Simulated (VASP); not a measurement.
# Be: single point with PBEsol

Crystal: Be.

```
Be
1.0
     2.12372    0.00000    0.00000
    -1.06186    1.83920    0.00000
     0.00000    0.00000    3.35504
Be
2
Direct
  0.66667 0.33333 0.75000
  0.33333 0.66667 0.25000
```

| Quantity | Value |
| --- | --- |
| Program | VASP 6.6.1 |
| Task | single point |
| Functional | PBEsol |
| Potentials or basis | VASP PAW PBE potentials, release 64 (Be) |
| Cutoff | 520 eV |
| k mesh | 13 × 13 × 8 |
| Occupations | fermi-dirac, width 0.05 eV |
| Spin | no spin polarisation |
| Dipole correction | no |
| Further INCAR settings | ALGO = Fast; EDIFF = 1e-07; NBANDS = 9 |

```
Pressure               : 30.6 GPa
Band gap on the k mesh : zero (band 2 reaches 9.81 eV, above the bottom of band 3 at 8.12 eV)
```

Stress tensor (GPa, compression positive):
```
30.54  0.00  0.00
 0.00 30.54  0.00
 0.00  0.00 30.61
```

Levels at points of the mesh, in eV from the Fermi level:
```tsv
k point	band 1	band 2	band 3	band 4	band 5	band 6	band 7
(0.00, 0.00, 0.00)	-12.14	-4.98	2.02	18.82	18.82	22.04	22.04
(0.00, 0.00, 0.50)	-9.86	-9.86	12.50	12.50	20.74	20.74	20.74
```

Wall time 22 s on 1 thread of AMD EPYC 7571, on a shared host, peak memory 0.09 GiB.

Caveat: the PAW data sets were made with another functional, which shifts forces and pressure a little.
